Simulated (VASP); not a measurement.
# Hg (I4/mmm) in VASP: further runs, part 2 of 2

VASP 6.6.1. Earlier steps stand in the parts before.

## (3) Single point, r2SCAN (30.11 Å³/atom)

This run uses another cell than the first one, of 30.11 Å³/atom.

File POSCAR:

```
Hg
1.0
   -2.0523017827      2.0523017827      1.7871122587
    2.0523017827     -2.0523017827      1.7871122587
    2.0523017827      2.0523017827     -1.7871122587
Hg
1
Direct
    0.0000000000      0.0000000000      0.0000000000
```

File INCAR.step1:

```
PREC = Accurate
ENCUT = 520
ISMEAR = -1
SIGMA = 0.08
LREAL = False
LASPH = True
NELM = 100
NBANDS = 12
GGA = PE
ALGO = Normal
EDIFF = 1E-4
LWAVE = True
LCHARG = False
```

File INCAR.step2:

```
PREC = Accurate
ENCUT = 520
EDIFF = 1E-6
ISMEAR = -1
SIGMA = 0.08
LREAL = False
LASPH = True
NELM = 100
ALGO = Normal
ISIF = 2
LWAVE = False
LCHARG = False
METAGGA = R2SCAN
LMIXTAU = True
NBANDS = 12
ISTART = 1
```

File KPOINTS:

```
regular mesh
0
Gamma
  13 13 13
```

Potentials or basis: VASP PAW PBE potentials, release 64 (Hg).

The run is started by

```sh
> cat potpaw_PBE.64/Hg/POTCAR > POTCAR
> cp INCAR.step1 INCAR
> mpirun -np 1 vasp_std > vasp.out
> cp INCAR.step2 INCAR
> mpirun -np 1 vasp_std > vasp.out
```

OUTCAR:

```text
PREC = Accurate
   ENCUT = 520
   EDIFF = 1E-6
   ISMEAR = -1
   LREAL = False
   LASPH = True
   NELM = 100
   ISIF = 2
   METAGGA = R2SCAN
   ISTART = 1

 ion  position               nearest neighbor table
   1  0.000  0.000  0.000-

  LATTYP: Found a body centered tetragonal cell.
 ALAT       =     4.1046035654
 C/A-ratio  =     0.8707843426

  Lattice vectors:

 A1 = (  -2.0523017827,   2.0523017827,   1.7871122587)
 A2 = (   2.0523017827,  -2.0523017827,   1.7871122587)
 A3 = (   2.0523017827,   2.0523017827,  -1.7871122587)

Analysis of symmetry for initial positions (statically):
=====================================================================
 Subroutine PRICEL returns:
 Original cell was already a primitive cell.

 Routine SETGRP: Setting up the symmetry group for a
 body centered tetragonal supercell.

 Subroutine GETGRP returns: Found 16 space group operations
 (whereof 16 operations were pure point group operations)
 out of a pool of 16 trial point group operations.

The static configuration has the point symmetry D_4h.

Analysis of symmetry for dynamics (positions and initial velocities):
=====================================================================
 Subroutine PRICEL returns:
 Original cell was already a primitive cell.

 Routine SETGRP: Setting up the symmetry group for a
 body centered tetragonal supercell.

 Subroutine GETGRP returns: Found 16 space group operations
 (whereof 16 operations were pure point group operations)
 out of a pool of 16 trial point group operations.

The dynamic configuration has the point symmetry D_4h.

 Subroutine INISYM returns: Found 16 space group operations
 (whereof 16 operations are pure point group operations),
 and found     1 'primitive' translations

----------------------------------------------------------------------------------------
[... 115 lines left out ...]
   LORBIT       =      0    0 simple, 1 ext, 2 COOP (PROOUT), +10 PAW based schemes
   METAGGA = R2SCAN    functional components
   LHFCALC =     F    Hartree Fock is set to
   AEXX    =    0.0000 exact exchange contribution
   IVDW    =     0    specifies the selected vdW correction
   LEPSILON=     F    determine dielectric tensor
   LRPA    =     F    only Hartree local field effects (RPA)
 non-spin polarized calculation
  energy-cutoff  :      520.00
  volume of cell :       30.11
 maximum number of plane-waves:       855
 NGX is ok and might be reduce to    28
   NGX = 13   NGY = 13   NGZ = 13

 number of electron      12.0000002 magnetization

 Free energy of the ion-electron system (eV)
  ---------------------------------------------------
  ext. energy  EPLUGINS =         0.00000000
  ---------------------------------------------------
  free energy    TOTEN  =       -49.35003589 eV

  energy without entropy =      -49.34709326  energy(sigma->0) =      -49.34856457

 E-fermi :   0.9312     XC(G=0): -10.0416

 val. band max:        0.8972948078   @ k =  -0.3846  -0.3846   0.3077
 cond. band min:       0.9847391844   @ k =   0.4615   0.0769   0.0000
 fundamental gap:      0.0874443766
 Fermi energy:         0.9312221620

 k-point     1 :       0.0000    0.0000    0.0000
  band No.  band energies     occupation
      1      -6.5106      2.00000
      2      -5.9986      2.00000
      3      -5.7320      2.00000
      4      -5.7320      2.00000
      5      -5.4973      2.00000
      6      -5.1998      2.00000
      7      13.3234      0.00000
      8      13.3234      0.00000
      9      15.7585      0.00000
     10      16.4932      0.00000
     11      16.4932      0.00000
     12      17.3145      0.00000
[... 331 lines left out ...]
 k-point    24 :       0.4615    0.1538    0.0000
  band No.  band energies     occupation
      1      -6.1755      2.00000
      2      -6.0483      2.00000
      3      -5.3894      2.00000
      4      -5.2176      2.00000
      5      -5.0463      2.00000
      6      -1.0001      2.00000
      7       2.0746      0.00000
      8       6.5788      0.00000
      9       9.8149      0.00000
     10      14.2641      0.00000
     11      17.2295      0.00000
     12      18.4098      0.00000

 [... further k-points ...]

------------------------ aborting loop because EDIFF is reached ----------------------------------------

  FORCE on cell =-STRESS in cart. coord.  units (eV):
  Direction    XX          YY          ZZ          XY          YZ          ZX
  --------------------------------------------------------------------------------------
  -------------------------------------------------------------------------------------
  Total       -0.2417021     -0.2417021     -0.1838348      0.0000000      0.0000000      0.0000000
  in kB      -12.8616517    -12.8616517     -9.7823667      0.0000000      0.0000000      0.0000000
  external PRESSURE =     -11.8352234 kB  Pullay stress =       0.0000000 kB

 VOLUME and BASIS-vectors are now :
 -----------------------------------------------------------------------------
  energy-cutoff  :      520.00
  volume of cell :       30.11
      direct lattice vectors                 reciprocal lattice vectors
    -2.052301783  2.052301783  1.787112259     0.000000000  0.243628887  0.279780969
     2.052301783 -2.052301783  1.787112259     0.243628887  0.000000000  0.279780969
     2.052301783  2.052301783 -1.787112259     0.243628887  0.243628887  0.000000000

 POSITION                                       TOTAL-FORCE (eV/Angst)
 -----------------------------------------------------------------------------------
      0.00000      0.00000      0.00000        -0.000000     -0.000000      0.000000
 -----------------------------------------------------------------------------------
    total drift:                               -0.000000     -0.000000     -0.000000

  FREE ENERGIE OF THE ION-ELECTRON SYSTEM (eV)
  ---------------------------------------------------
  free  energy   TOTEN  =       -49.3500358904 eV

  energy  without entropy=      -49.3470932556  energy(sigma->0) =      -49.34856457
```

OSZICAR.step1:

```text
N       E                     dE             d eps       ncg     rms          rms(c)
DAV:   1     0.735048879455E+02    0.73505E+02   -0.63415E+03  4920   0.926E+02
DAV:   2     0.117938660716E+01   -0.72326E+02   -0.67808E+02  5168   0.220E+02
DAV:   3    -0.190616356869E+00   -0.13700E+01   -0.13692E+01  5472   0.338E+01
DAV:   4    -0.192033308141E+00   -0.14170E-02   -0.14169E-02  5208   0.117E+00
DAV:   5    -0.192035589220E+00   -0.22811E-05   -0.22811E-05  4180   0.455E-02    0.163E+00
DAV:   6    -0.180391033650E+00    0.11645E-01   -0.30930E-02  5520   0.191E+00    0.133E+00
DAV:   7    -0.179971554291E+00    0.41948E-03   -0.40947E-03  5336   0.587E-01    0.654E-01
DAV:   8    -0.180162847586E+00   -0.19129E-03   -0.51356E-04  4940   0.260E-01    0.233E-02
DAV:   9    -0.180186723668E+00   -0.23876E-04   -0.17299E-05  2520   0.351E-02
   1 F= -.18018672E+00 E0= -.17840373E+00  d E =-.356599E-02
```

Run time: 2.9 min. Hardware: 1 thread of Intel Xeon Platinum 8559C (Emerald Rapids), shared host; peak memory 0.22 GiB.

Results:

- Free energy: -49.3500 eV
- Pressure: -1.2 GPa
- Band gap on the k mesh: zero (bands 6 and 7 overlap by 1.51 eV)

Levels at points of the mesh, in eV from the Fermi level:
| k point | band 3 | band 4 | band 5 | band 6 | band 7 | band 8 | band 9 | band 10 |
| --- | --- | --- | --- | --- | --- | --- | --- | --- |
| (0.00, 0.00, 0.00) | -6.66 | -6.66 | -6.43 | -6.13 | 12.39 | 12.39 | 14.83 | 15.56 |

Caveat: the PAW data sets were made with another functional, which shifts forces and pressure a little; spin-orbit coupling is left out, which moves the levels of the heavy elements.
